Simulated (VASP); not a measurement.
## BiS3: single point with PBE

Crystal: BiS3.

```
Bi S
1.0
     5.81761    0.00000    0.00000
    -2.90881    5.03820    0.00000
     0.00000    0.00000    5.57379
Bi S
2 6
Direct
  0.33333 0.66667 0.25000
  0.66667 0.33333 0.75000
  0.82445 0.64890 0.25000
  0.17555 0.82445 0.75000
  0.35110 0.17555 0.25000
  0.17555 0.35110 0.75000
  0.82445 0.17555 0.25000
  0.64890 0.82445 0.75000
```

| Quantity | Value |
| --- | --- |
| Program | VASP 6.6.1 |
| Task | single point |
| Functional | PBE |
| Potentials or basis | VASP PAW PBE potentials, release 64 (Bi_d, S) |
| Cutoff | 520 eV |
| k mesh | 3 × 3 × 4 |
| Occupations | gaussian, width 0.1 eV |
| Spin | no spin polarisation |

- Pressure: 0.1 GPa
- Largest force: 0.024 eV/Å
- Band gap on the k mesh: zero (band 33 reaches 8.18 eV, above the bottom of band 34 at 6.25 eV)

Forces on the atoms (eV/Å):
```
Bi   0.000  0.000  0.000
Bi   0.000  0.000  0.000
S    0.000 -0.024  0.000
S    0.021 -0.012  0.000
S    0.021  0.012  0.000
S    0.000  0.024  0.000
S   -0.021  0.012  0.000
S   -0.021 -0.012  0.000
```

Stress tensor (GPa, compression positive):
```
 0.26  0.00  0.00
 0.00  0.26  0.00
 0.00  0.00 -0.34
```

Levels at points of the mesh, in eV from the Fermi level:
```csv
k point,band 30,band 31,band 32,band 33,band 34,band 35,band 36,band 37
"(0.00, 0.00, 0.00)",-0.84,-0.31,0.78,1.02,1.02,1.73,1.73,1.92
"(0.00, 0.00, 0.50)",-0.67,0.18,0.18,1.44,1.44,1.44,1.44,1.81
```

It took 76 s on 1 thread of AMD EPYC 7R43 64-Core Processor (Zen 3), on a shared host, peak memory 0.26 GiB.

Caveat: the k points lie up to 0.42 Å⁻¹ apart; spin-orbit coupling is left out, which moves the levels of the heavy elements.
